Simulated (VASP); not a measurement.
# Cr (Cmcm) in VASP: further runs

Cr is run at these levels: PBEsol; tasks: single point.

All numbers are computed with VASP 6.6.1; they aren't measurements. Logs are shortened: lines on timing, memory, paths and dates and some standing lists are left out, and cuts for length are marked.

## 1. The cell of the first run

The structure is orthorhombic, space group Cmcm (No. 63). The conventional cell has a = 2.294 Å, b = 4.934 Å, c = 4.064 Å, α = 90.00°, β = 90.00°, γ = 90.00°. Within 3.0 Å of Cr (site symmetry m2m) lie 12 Cr at 2.29 to 2.72 Å.

## 2. Single point, PBEsol

File INCAR:

```
  ALGO = Normal
  EDIFF = 1E-6
  ENCUT = 520
  GGA = PS
  ISIF = 2
  ISMEAR = -1
  LASPH = True
  LCHARG = False
  LREAL = False
  LWAVE = False
  NBANDS = 19
  NELM = 60
  PREC = Accurate
  SIGMA = 0.05
```

File KPOINTS:

```
k-points
0
Gamma
  13 13 7
```

File POSCAR:

```
Cr
1.0
    1.1470505050     -2.4670251200      0.0000000000
    1.1470505050      2.4670251200      0.0000000000
    0.0000000000      0.0000000000      4.0643107400
Cr
2
Direct
    0.8705325800      0.1294674200      0.7500000000
    0.1294674200      0.8705325800      0.2500000000
```

Potentials or basis: VASP PAW PBE potentials, release 64 (Cr_pv).

Launch:

```console
> cat potpaw_PBE.64/Cr_pv/POTCAR > POTCAR
> mpirun -np 1 vasp_std > vasp.out
```

OUTCAR:

```text
EDIFF = 1E-6
   ENCUT = 520
   GGA = PS
   ISIF = 2
   ISMEAR = -1
   LASPH = True
   LREAL = False
   NELM = 60
   PREC = Accurate

 ion  position               nearest neighbor table
   1  0.871  0.129  0.750-   2 2.40   2 2.40   2 2.62   2 2.62   2 2.62   2 2.62
   2  0.129  0.871  0.250-   1 2.40   1 2.40   1 2.62   1 2.62   1 2.62   1 2.62

  LATTYP: Found a base centered orthorhombic cell.
 ALAT       =     2.2941010100
 B/A-ratio  =     2.1507554456
 C/A-ratio  =     1.7716354782

  Lattice vectors:

 A1 = (   1.1470505050,  -2.4670251200,   0.0000000000)
 A2 = (   1.1470505050,   2.4670251200,   0.0000000000)
 A3 = (   0.0000000000,   0.0000000000,   4.0643107400)

Analysis of symmetry for initial positions (statically):
=====================================================================
 Subroutine PRICEL returns:
 Original cell was already a primitive cell.

 Routine SETGRP: Setting up the symmetry group for a
 base centered orthorhombic supercell.

 Subroutine GETGRP returns: Found  8 space group operations
 (whereof  4 operations were pure point group operations)
 out of a pool of  8 trial point group operations.

The static configuration has the point symmetry C_2h.
 The point group associated with its full space group is D_2h.

Analysis of symmetry for dynamics (positions and initial velocities):
=====================================================================
 Subroutine PRICEL returns:
 Original cell was already a primitive cell.

 Routine SETGRP: Setting up the symmetry group for a
 base centered orthorhombic supercell.

 Subroutine GETGRP returns: Found  8 space group operations
 (whereof  4 operations were pure point group operations)
 out of a pool of  8 trial point group operations.

The dynamic configuration has the point symmetry C_2h.
 The point group associated with its full space group is D_2h.

 Subroutine INISYM returns: Found  8 space group operations
 (whereof  4 operations are pure point group operations),
 and found     1 'primitive' translations

----------------------------------------------------------------------------------------

                                     Primitive cell

  volume of cell :      23.0024
[... 81 lines left out ...]
   ISTART =      0    job   : 0-new  1-cont  2-samecut
   ICHARG =      2    charge: 1-file 2-atom 10-const
   ISPIN  =      1    spin polarized calculation?
   LNONCOLLINEAR =      F non collinear calculations
   LSORBIT =      F    spin-orbit coupling
   LASPH  =      T    aspherical Exc in radial PAW
   ENCUT  =  520.0 eV  38.22 Ry    6.18 a.u.   5.06  5.06  7.56*2*pi/ulx,y,z
   NELM   =     60;   NELMIN=  2; NELMDL= -5     # of ELM steps
   EDIFF  = 0.1E-05   stopping-criterion for ELM
   LREAL  =      F    real-space projection
   EDIFFG = 0.1E-04   stopping-criterion for IOM
   NSW    =      0    number of steps for IOM
   IBRION =     -1    ionic relax: 0-MD 1-quasi-New 2-CG
   NFREE  =      0    steps in history (QN), initial steepest desc. (CG)
   ISIF   =      2    stress and relaxation
   ISYM   =      2    0-nonsym 1-usesym 2-fastsym
   POTIM  = 0.5000    time-step for ionic-motion
   TEBEG  =    0.0;   TEEND  =   0.0 temperature during run
   PSTRESS=    0.0 pullay stress
   NELECT =      24.0000    total number of electrons
   NUPDOWN=      -1.0000    fix difference up-down
   EMIN   =  10.00;   EMAX   =-10.00  energy-range for DOS
   EFERMI =   0.00;   METHOD = LEGACY
   ISMEAR =    -1;   SIGMA  =   0.05  broadening in eV -4-tet -1-fermi 0-gaus
   EFERMI_NEDOS =   21; number of points for ismear=-14 and -15
   IALGO  =     38    algorithm
   IMIX   =      4    mixing-type and parameters
     AMIX     =   0.40;   BMIX     =  1.00
     AMIX_MAG =   1.60;   BMIX_MAG =  1.00
  volume/ion in A,a.u.               =      11.50        77.61
  Fermi-wavevector in a.u.,A,eV,Ry     =   1.660431  3.137760 37.511698  2.757032
  Thomas-Fermi vector in A             =   2.747669
   LORBIT       =      0    0 simple, 1 ext, 2 COOP (PROOUT), +10 PAW based schemes
   GGA     = PS    functional components
   LHFCALC =     F    Hartree Fock is set to
   AEXX    =    0.0000 exact exchange contribution
   IVDW    =     0    specifies the selected vdW correction
   LEPSILON=     F    determine dielectric tensor
   LRPA    =     F    only Hartree local field effects (RPA)
 non-spin polarized calculation
  energy-cutoff  :      520.00
  volume of cell :       23.00
 maximum number of plane-waves:       646
   NGX = 11   NGY = 11   NGZ = 15

 number of electron      23.9999987 magnetization

 Free energy of the ion-electron system (eV)
  ---------------------------------------------------
  ext. energy  EPLUGINS =         0.00000000
  ---------------------------------------------------
  free energy    TOTEN  =       -19.81884275 eV

  energy without entropy =      -19.79503762  energy(sigma->0) =      -19.80694018

 E-fermi :  10.8471     XC(G=0): -13.8301

 val. band max:       10.8470862905   @ k =   0.3077   0.1538   0.1429
 cond. band min:      10.8501718685   @ k =  -0.4615   0.4615   0.4286
 fundamental gap:      0.0030855780
 Fermi energy:        10.8471151484

 k-point     1 :       0.0000    0.0000    0.0000
  band No.  band energies     occupation
      1     -32.4896      2.00000
      2     -31.9298      2.00000
      3     -31.6782      2.00000
      4     -31.5183      2.00000
      5     -31.4244      2.00000
      6     -31.4129      2.00000
[... 505 lines left out ...]
      6     -31.6216      2.00000
[... 11 lines left out ...]
     18      18.1814      0.00000
     19      18.1825      0.00000

 [... further k-points ...]

------------------------ aborting loop because EDIFF is reached ----------------------------------------

  FORCE on cell =-STRESS in cart. coord.  units (eV):
  Direction    XX          YY          ZZ          XY          YZ          ZX
  --------------------------------------------------------------------------------------
  -------------------------------------------------------------------------------------
  Total       -0.4212545     -0.7176591      0.1954430      0.0000000      0.0000000      0.0000000
  in kB      -29.3414873    -49.9868513     13.6131193      0.0000000      0.0000000      0.0000000
  external PRESSURE =     -21.9050731 kB  Pullay stress =       0.0000000 kB

 VOLUME and BASIS-vectors are now :
 -----------------------------------------------------------------------------
  energy-cutoff  :      520.00
  volume of cell :       23.00
      direct lattice vectors                 reciprocal lattice vectors
     1.147050505 -2.467025120  0.000000000     0.435900597 -0.202673250  0.000000000
     1.147050505  2.467025120  0.000000000     0.435900597  0.202673250  0.000000000
     0.000000000  0.000000000  4.064310740     0.000000000  0.000000000  0.246044179

 POSITION                                       TOTAL-FORCE (eV/Angst)
 -----------------------------------------------------------------------------------
      1.14705     -1.82823      3.04823         0.000000      0.179271      0.000000
      1.14705      1.82823      1.01608         0.000000     -0.179271     -0.000000
 -----------------------------------------------------------------------------------
    total drift:                               -0.000000     -0.000000      0.000000

  FREE ENERGIE OF THE ION-ELECTRON SYSTEM (eV)
  ---------------------------------------------------
  free  energy   TOTEN  =       -19.8188427500 eV

  energy  without entropy=      -19.7950376183  energy(sigma->0) =      -19.80694018
```

It took 40 s on 1 thread of AMD EPYC 9R45 (Zen 5), shared host; peak memory 0.15 GiB.

Results:

```
Free energy            : -19.8188 eV
Pressure               : -2.2 GPa
Largest force          : 0.179 eV/Å
Band gap on the k mesh : zero (bands 12 and 13 overlap by 0.64 eV)
```

Forces in eV/Å, atoms in the order of the input:
```
Cr   0.000  0.179  0.000
Cr   0.000 -0.179  0.000
```

Stress tensor (GPa, compression positive):
```
-2.93  0.00  0.00
 0.00 -5.00  0.00
 0.00  0.00  1.36
```

Caveat: the PAW data sets were made with another functional, which shifts forces and pressure a little; the run has no spin polarisation, though such a crystal can be magnetic. Spin polarisation is off, so any magnetic state and its effect on volume and gap are missing.

## 3. Single point, PBEsol, collinear spin, zero start

File INCAR:

```
SYSTEM = Cr
PREC = Accurate
ENCUT = 520
EDIFF = 1E-6
ISMEAR = -1
SIGMA = 0.05
LREAL = .False.
LASPH = .True.
NELM = 150
ALGO = Normal
ISIF = 2
LWAVE = .False.
LCHARG = .True.
ISPIN = 2
MAGMOM = 0 0
LORBIT = 11
NUPDOWN = 0.0
LMAXMIX = 4
GGA = PS
LELF = .True.
LVHAR = .True.
NBANDS = 23
```

File KPOINTS:

```
Automatic mesh
0
Gamma
  11 11 6
  0 0 0
```

POSCAR is that of step 2.

Potentials or basis: VASP PAW PBE potentials, release 64 (Cr_pv).

Launch:

```console
> cat potpaw_PBE.64/Cr_pv/POTCAR > POTCAR
> mpirun -np 1 vasp_std > vasp.out
```

OUTCAR:

```text
SYSTEM = Cr
   PREC = Accurate
   ENCUT = 520
   EDIFF = 1E-6
   ISMEAR = -1
   LREAL = .False.
   LASPH = .True.
   NELM = 150
   ISIF = 2
   ISPIN = 2
   LORBIT = 11
   NUPDOWN = 0.0
   GGA = PS

 ion  position               nearest neighbor table
   1  0.871  0.129  0.750-   2 2.40   2 2.40   2 2.62   2 2.62   2 2.62   2 2.62
   2  0.129  0.871  0.250-   1 2.40   1 2.40   1 2.62   1 2.62   1 2.62   1 2.62

  LATTYP: Found a base centered orthorhombic cell.
 ALAT       =     2.2941010100
 B/A-ratio  =     2.1507554456
 C/A-ratio  =     1.7716354782

  Lattice vectors:

 A1 = (   1.1470505050,  -2.4670251200,   0.0000000000)
 A2 = (   1.1470505050,   2.4670251200,   0.0000000000)
 A3 = (   0.0000000000,   0.0000000000,   4.0643107400)

Analysis of symmetry for initial positions (statically):
=====================================================================
 Subroutine PRICEL returns:
 Original cell was already a primitive cell.

 Routine SETGRP: Setting up the symmetry group for a
 base centered orthorhombic supercell.

 Subroutine GETGRP returns: Found  8 space group operations
 (whereof  4 operations were pure point group operations)
 out of a pool of  8 trial point group operations.

The static configuration has the point symmetry C_2h.
 The point group associated with its full space group is D_2h.

Analysis of symmetry for dynamics (positions and initial velocities):
=====================================================================
 Subroutine PRICEL returns:
 Original cell was already a primitive cell.

 Routine SETGRP: Setting up the symmetry group for a
 base centered orthorhombic supercell.

 Subroutine GETGRP returns: Found  8 space group operations
 (whereof  4 operations were pure point group operations)
 out of a pool of  8 trial point group operations.

The dynamic configuration has the point symmetry C_2h.
 The point group associated with its full space group is D_2h.

Analysis of structural, dynamic, and magnetic symmetry:
[... 156 lines left out ...]
  ---------------------------------------------------
  free energy    TOTEN  =       -19.82319806 eV

  energy without entropy =      -19.79994830  energy(sigma->0) =      -19.81157318

 E-fermi :  10.8596     XC(G=0): -13.8305

 val. band max:       10.8595355155   @ k =   0.4545  -0.0000   0.1667
 cond. band min:      10.8772091580   @ k =   0.1818   0.0000   0.1667
 fundamental gap:      0.0176736425
 Fermi energy:        10.8595658655

 spin component 1

 k-point     1 :       0.0000    0.0000    0.0000
  band No.  band energies     occupation
      1     -32.4836      1.00000
      2     -31.9330      1.00000
      3     -31.6815      1.00000
      4     -31.5123      1.00000
      5     -31.4403      1.00000
      6     -31.4289      1.00000
[... 613 lines left out ...]
     22      23.4789      0.00000
     23      29.5445      0.00000

 [... further k-points ...]

 spin component 2

 k-point     1 :       0.0000    0.0000    0.0000
  band No.  band energies     occupation
      1     -32.4836      1.00000
      2     -31.9330      1.00000
      3     -31.6815      1.00000
      4     -31.5123      1.00000
      5     -31.4403      1.00000
      6     -31.4289      1.00000
[... 613 lines left out ...]
     22      23.4789      0.00000
     23      29.5445      0.00000

 [... further k-points ...]

------------------------ aborting loop because EDIFF is reached ----------------------------------------

  FORCE on cell =-STRESS in cart. coord.  units (eV):
  Direction    XX          YY          ZZ          XY          YZ          ZX
  --------------------------------------------------------------------------------------
  -------------------------------------------------------------------------------------
  Total       -0.4018035     -0.7252572      0.1096461      0.0000000     -0.0000000      0.0000000
  in kB      -27.9866729    -50.5160758      7.6371405      0.0000000     -0.0000000      0.0000000
  external PRESSURE =     -23.6218694 kB  Pullay stress =       0.0000000 kB

 VOLUME and BASIS-vectors are now :
 -----------------------------------------------------------------------------
  energy-cutoff  :      520.00
  volume of cell :       23.00
      direct lattice vectors                 reciprocal lattice vectors
     1.147050505 -2.467025120  0.000000000     0.435900597 -0.202673250  0.000000000
     1.147050505  2.467025120  0.000000000     0.435900597  0.202673250  0.000000000
     0.000000000  0.000000000  4.064310740     0.000000000  0.000000000  0.246044179

 POSITION                                       TOTAL-FORCE (eV/Angst)
 -----------------------------------------------------------------------------------
      1.14705     -1.82823      3.04823         0.000000      0.173292      0.000000
      1.14705      1.82823      1.01608         0.000000     -0.173292     -0.000000
 -----------------------------------------------------------------------------------
    total drift:                               -0.000000     -0.000000      0.000000

  FREE ENERGIE OF THE ION-ELECTRON SYSTEM (eV)
  ---------------------------------------------------
  free  energy   TOTEN  =       -19.8231980580 eV

  energy  without entropy=      -19.7999483036  energy(sigma->0) =      -19.81157318

 total charge

# of ion       s       p       d       tot
------------------------------------------
    1        0.435   6.394   4.279  11.108
    2        0.435   6.394   4.279  11.108
--------------------------------------------------
tot          0.869  12.788   8.558  22.216

 magnetization (x)

# of ion       s       p       d       tot
------------------------------------------
    1        0.000  -0.000  -0.000  -0.000
    2        0.000  -0.000  -0.000  -0.000
--------------------------------------------------
tot          0.000  -0.000  -0.000  -0.000
```

stdout:

```text
POSCAR found type information on POSCAR Cr
 POSCAR found :  1 types and       2 ions
 scaLAPACK will be used
 -----------------------------------------------------------------------------
|                                                                             |
|                                                                             |
|     You enforced a specific xc type in the INCAR file but a different       |
|     I HOPE YOU KNOW WHAT YOU ARE DOING!                                     |
|                                                                             |
 -----------------------------------------------------------------------------

 LDA part: xc-table for (Slater+PW92), standard interpolation
 POSCAR, INCAR and KPOINTS ok, starting setup
 FFT: planning ... GRIDC
 FFT: planning ... GRID_SOFT
 FFT: planning ... GRID
 WAVECAR not read
 entering main loop
```

Run time: 71 s. Hardware: 1 thread of AMD EPYC 9R45 (Zen 5), shared host; peak memory 0.19 GiB.

Results:

| Quantity | Value |
| --- | --- |
| Free energy | -19.8232 eV |
| Pressure | -2.4 GPa |
| Largest force | 0.173 eV/Å |
| Net moment | 0.00 μB per cell |
| Valence electrons inside the program's atomic spheres | Cr 11.11 |

Forces in eV/Å, atoms in the order of the input:
```
Cr   0.000  0.173  0.000
Cr   0.000 -0.173  0.000
```

Stress tensor (GPa, compression positive):
```
-2.80  0.00  0.00
 0.00 -5.05  0.00
 0.00  0.00  0.76
```

Caveat: the PAW data sets were made with another functional, which shifts forces and pressure a little; the total moment is fixed, so each spin has its own Fermi level.

## 4. Single point, PBEsol, collinear spin, ferromagnetic start

File INCAR:

```
PREC     = Accurate       # precision mode
ENCUT    = 520            # plane-wave cutoff, eV
EDIFF    = 1E-6           # SCF threshold, eV
ISMEAR   = -1             # smearing method
SIGMA    = 0.05           # smearing width, eV
LREAL    = False          # projectors in reciprocal space
LASPH    = True           # aspherical terms in the spheres
NELM     = 150            # most SCF steps
ALGO     = Normal         # electronic algorithm
ISIF     = 2              # what is computed and relaxed
LWAVE    = False          # write WAVECAR
LCHARG   = True           # write CHGCAR
ISPIN    = 2              # spin polarisation
MAGMOM   = 0.75 0.75      # initial moments
LORBIT   = 11             # projections on sites
NUPDOWN  = 1.5            # fixed moment
LMAXMIX  = 4              # l up to which the mixer works
GGA      = PS             # functional
LELF     = True           # ELF
LVHAR    = True         
NBANDS   = 23             # bands
```

File KPOINTS:

```
Automatic mesh
0
Gamma
  11 11 6
```

POSCAR is that of step 3.

Launch:

```console
> cat potpaw_PBE.64/Cr_pv/POTCAR > POTCAR
> mpirun -np 1 vasp_std > vasp.out
```

Wall time 67 s (1 thread of AMD EPYC 9R45 (Zen 5), shared host); peak memory 0.19 GiB.

Results (log left out):

```yaml
Free_energy: -19.6103 eV
Pressure: 1.0 GPa
Largest_force: 0.257 eV/Å
Net_moment: 1.50 μB per cell
Site_moments: Cr +0.71 μB
Valence_electrons_inside_the_program's_atomic_spheres: Cr 11.11
```

Forces in eV/Å, atoms in the order of the input:
```
Cr   0.000  0.257  0.000
Cr   0.000 -0.257  0.000
```

Stress tensor (GPa, compression positive):
```
 3.33  0.00  0.00
 0.00 -7.13  0.00
 0.00  0.00  6.70
```

Caveat: the PAW data sets were made with another functional, which shifts forces and pressure a little; the total moment is fixed, so each spin has its own Fermi level.

## 5. Single point, PBEsol, collinear spin, ferromagnetic start

File INCAR:

```
PREC = Accurate
ENCUT = 520
EDIFF = 1E-6
ISMEAR = -1
SIGMA = 0.05
LREAL = False
LASPH = True
NELM = 150
ALGO = Normal
ISIF = 2
LWAVE = False
LCHARG = False
ISPIN = 2
MAGMOM = 1.5 1.5
LORBIT = 11
NUPDOWN = 3.0
LMAXMIX = 4
GGA = PS
NBANDS = 23
```

File KPOINTS:

```
regular mesh
0
Gamma
  11 11 6
```

POSCAR is that of step 4.

Launch:

```console
> cat potpaw_PBE.64/Cr_pv/POTCAR > POTCAR
> mpirun -np 1 vasp_std > vasp.out
```

Run time: 82 s. Hardware: 1 thread of AMD EPYC 9R45 (Zen 5), shared host; peak memory 0.19 GiB.

Results (log left out):

```yaml
Free_energy: -18.9587 eV
Pressure: 12.1 GPa
Largest_force: 0.415 eV/Å
Net_moment: 3.00 μB per cell
Site_moments: Cr +1.42 μB
Valence_electrons_inside_the_program's_atomic_spheres: Cr 11.12
```

Forces in eV/Å, atoms in the order of the input:
```
Cr   0.000  0.415  0.000
Cr   0.000 -0.415  0.000
```

Stress tensor (GPa, compression positive):
```
28.29  0.00  0.00
 0.00 -6.93  0.00
 0.00  0.00 14.86
```

Caveat: the cell stands under pressure; the PAW data sets were made with another functional, which shifts forces and pressure a little; the total moment is fixed, so each spin has its own Fermi level.

## 6. Overview

| spin | fixed moment (μB) | k mesh | pressure (GPa) | moment (μB) | largest force (eV/Å) |
| --- | --- | --- | --- | --- | --- |
| off | - | 13 × 13 × 7 | -2.2 | - | 0.18 |
| collinear, zero start | 0.0 | 11 × 11 × 6 | -2.4 | 0.00 | 0.17 |
| collinear, ferromagnetic start | 1.5 | 11 × 11 × 6 | 1.0 | 1.50 | 0.26 |
| collinear, ferromagnetic start | 3.0 | 11 × 11 × 6 | 12.1 | 3.00 | 0.42 |

Alike in all rows: task single point; level PBEsol; potentials or basis VASP PAW PBE potentials, release 64 (Cr_pv); cell as given; cutoff (eV) 520; smearing fermi-dirac 0.05 eV.

Caveats: the PAW data sets were made with another functional, which shifts forces and pressure a little; the total moment is fixed, so each spin has its own Fermi level (at least some runs); the cell stands under pressure (at least some runs).

Total energies depend on the potentials used, so only differences within one code and one set of settings carry meaning.
